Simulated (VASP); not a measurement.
Write the native input for VASP 6.6.1 that does the following.

```
Task                   : single point
Functional             : LDA
Potentials or basis    : VASP PAW LDA potentials, release 64 (In_d)
Cutoff                 : 520 eV
k mesh                 : 15 × 15 × 15
Occupations            : fermi-dirac, width 0.05 eV
Spin                   : no spin polarisation
Dipole correction      : no
Further INCAR settings : ALGO = Normal; EDIFF = 1e-06; NBANDS = 12
```

The structure of In lies in POSCAR:

```
In
1.0
   -1.7873939342      1.7873939342      1.7873939342
    1.7873939342     -1.7873939342      1.7873939342
    1.7873939342      1.7873939342     -1.7873939342
In
1
Direct
    0.0000000000      0.0000000000      0.0000000000
```

This isn't the form of In at room conditions, which is tetragonal.

The input as run:

INCAR

```
SYSTEM = In
ALGO     = Normal         ! electronic algorithm
EDIFF    = 1E-6           ! SCF threshold, eV
ENCUT    = 520            ! plane-wave cutoff, eV
GGA      = CA             ! functional
ISIF     = 2              ! what is computed and relaxed
ISMEAR   = -1             ! smearing method
LASPH    = .True.         ! aspherical terms in the spheres
LCHARG   = .False.        ! write CHGCAR
LREAL    = .False.        ! projectors in reciprocal space
LWAVE    = .False.        ! write WAVECAR
NBANDS   = 12             ! bands
NELM     = 60             ! most SCF steps
PREC     = Accurate       ! precision mode
SIGMA    = 0.05           ! smearing width, eV
```

KPOINTS

```
k-points
0
Gamma
  15 15 15
  0 0 0
```

Potentials or basis: VASP PAW LDA potentials, release 64 (In_d).

Launch:

```console
$ cat potpaw_LDA.64/In_d/POTCAR > POTCAR
$ mpirun -np 1 vasp_std > vasp.out
```

It gave:

```
Pressure               : 5.0 GPa
Band gap on the k mesh : zero (an odd number of electrons rules out a gap without spin polarisation)
```

Caveat: the cell stands under pressure; spin-orbit coupling is left out, which moves the levels of the heavy elements.

Run time: 30 s on 1 thread of Intel Xeon 8259CL, on a shared host, peak memory 0.15 GiB.
